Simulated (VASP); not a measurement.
## Be2Br3: single point with PBE

Crystal: Be2Br3.

```xyz
5
Lattice="3.3590 -1.9426 0.0000 3.3590 1.9426 0.0000 -0.0402 0.0000 9.0317" Properties=species:S:1:pos:R:3 pbc="T T T"
Be   -0.0243    0.0000    6.0264
Be   -0.0089    0.0000    2.5259
Br    2.2289    0.0000    1.2526
Br    4.4464    0.0000    7.4572
Br    4.4745    0.0000    4.1883
```

| Quantity | Value |
| --- | --- |
| Program | VASP 6.6.1 |
| Task | single point |
| Functional | PBE |
| Potentials or basis | VASP PAW PBE potentials, release 64 (Be, Br) |
| Cutoff | 520 eV |
| k mesh | 6 × 6 × 2 |
| Occupations | gaussian, width 0.1 eV |
| Spin | no spin polarisation |

The pressure is -4.8 GPa. The largest force is 0.950 eV/Å.

Forces in eV/Å, atoms in the order of the input:
```
Be  -0.014  0.000  0.950
Be  -0.008  0.000 -0.415
Br  -0.003  0.000  0.847
Br  -0.015  0.000 -0.660
Br   0.039  0.000 -0.722
```

Stress tensor (GPa, compression positive):
```
-7.64  0.00 -0.03
 0.00 -7.60  0.00
-0.03  0.00  0.78
```

Levels at points of the mesh, in eV from the Fermi level:
```tsv
k point	band 10	band 11	band 12	band 13	band 14	band 15	band 16	band 17
(0.00, 0.00, 0.00)	-3.37	-3.35	-3.02	-1.13	0.87	1.27	2.63	2.64
(0.50, 0.00, 0.00)	-4.19	-3.95	-3.47	-0.37	0.47	1.69	2.35	3.08
(0.50, 0.50, 0.00)	-4.20	-3.96	-3.45	-0.38	0.48	1.68	2.34	3.08
(0.00, 0.00, 0.50)	-3.99	-3.36	-3.35	-0.50	0.47	1.34	2.60	2.64
(0.50, 0.00, 0.50)	-4.50	-3.70	-3.36	-0.18	0.39	1.77	2.21	2.76
(0.50, 0.50, 0.50)	-4.51	-3.71	-3.36	-0.20	0.40	1.76	2.21	2.75
```

Run time: 29 s on 1 thread of AMD EPYC 9R45 96-Core Processor (Zen 5), with other jobs on the host, peak memory 0.22 GiB.

Caveat: an odd number of electrons without spin polarisation forces a metal; a magnetic or distorted state may lie lower.
